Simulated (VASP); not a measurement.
GaN: single point with PBE

The system is GaN.

```
CELL_PARAMETERS angstrom
0.00000 2.27424 2.27424
2.27424 0.00000 2.27424
2.27424 2.27424 0.00000
ATOMIC_POSITIONS crystal
Ga 0.00000 0.00000 0.00000
N 0.75000 0.75000 0.75000
```

```
Program                : VASP 6.6.1
Task                   : single point
Functional             : PBE
Potentials or basis    : VASP PAW PBE potentials, release 64 (Ga_d, N)
Cutoff                 : 600 eV
k mesh                 : 8 × 8 × 8
Occupations            : gaussian, width 0.05 eV
Spin                   : collinear spin, ferromagnetic start
Starting moments       : [2.0, 1.0] μB
Dipole correction      : no
Further INCAR settings : ALGO = Normal; EDIFF = 1e-06; NBANDS = 20
```

| Quantity | Value |
| --- | --- |
| Pressure | -0.2 GPa |
| Band gap on the k mesh | 1.55 eV |
| Net moment | 0.00 μB per cell |
| Valence electrons inside the program's atomic spheres | Ga 11.81; N 3.71 |

Levels at points of the mesh, in eV from the valence-band top:
Spin up:
```
           k point  band 7  band 8  band 9  band 10  band 11  band 12
(0.00, 0.00, 0.00)    0.00    0.00    0.00     1.55    10.13    10.13
(0.50, 0.00, 0.00)   -6.86   -0.93   -0.93     4.45     8.59    10.22
(0.50, 0.50, 0.00)   -6.01   -2.61   -2.61     3.34     6.50    11.52
```
Spin down:
```tsv
k point	band 7	band 8	band 9	band 10	band 11	band 12
(0.00, 0.00, 0.00)	0.00	0.00	0.00	1.55	10.13	10.13
(0.50, 0.00, 0.00)	-6.86	-0.93	-0.93	4.45	8.59	10.22
(0.50, 0.50, 0.00)	-6.01	-2.61	-2.61	3.34	6.50	11.52
```

Wall time 64 s on 1 thread of Intel Xeon 8259CL, on a shared host, peak memory 0.19 GiB.
